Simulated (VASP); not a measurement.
Here is a VASP 6.6.1 calculation.

POSCAR

```
HfO2
1.0
    0.0000000000      2.5291823194      2.5291823194
    2.5291823194      0.0000000000      2.5291823194
    2.5291823194      2.5291823194      0.0000000000
Hf O
1 2
Direct
    0.0000000000      0.0000000000      0.0000000000
    0.2500000000      0.2500000000      0.2500000000
    0.7500000000      0.7500000000      0.7500000000
```

File INCAR.step1:

```
ALGO = Normal ; EDIFF = 1E-5
ENCUT = 520 ; GGA = PE
ISIF = 2 ; ISMEAR = 0
LASPH = T ; LREAL = F
LWAVE = T ; NBANDS = 18
NELM = 100 ; PREC = Accurate
SIGMA = 0.01
```

INCAR.step2

```
AEXX = 0.15 ; ALGO = Normal
EDIFF = 1E-6 ; ENCUT = 520
GGA = PE ; ISIF = 2
ISMEAR = 0 ; ISTART = 1
LASPH = T ; LCHARG = T
LELF = T ; LHFCALC = T
LREAL = F ; LVHAR = T
LWAVE = F ; NBANDS = 18
NELM = 100 ; PREC = Accurate
PRECFOCK = Normal ; SIGMA = 0.01
```

File KPOINTS:

```
k-points
0
Gamma
  4 4 4
```

Potentials or basis: VASP PAW PBE potentials, release 64 (Hf_pv, O).

Command:

```sh
$ cat potpaw_PBE.64/Hf_pv/POTCAR potpaw_PBE.64/O/POTCAR > POTCAR
$ cp INCAR.step1 INCAR
$ mpirun -np 1 vasp_std > vasp.out
$ cp INCAR.step2 INCAR
$ mpirun -np 1 vasp_std > vasp.out
```

Task: Estimate the pressure.

Result: -2.4 GPa.

Task: What does it give for the band gap on the k mesh?

Result: 5.20 eV, direct.

Caveat: the k points lie up to 0.54 Å⁻¹ apart; the PAW data sets were made with another functional, which shifts forces and pressure a little; spin-orbit coupling is left out, which moves the levels of the heavy elements. A k mesh can miss the band edges.
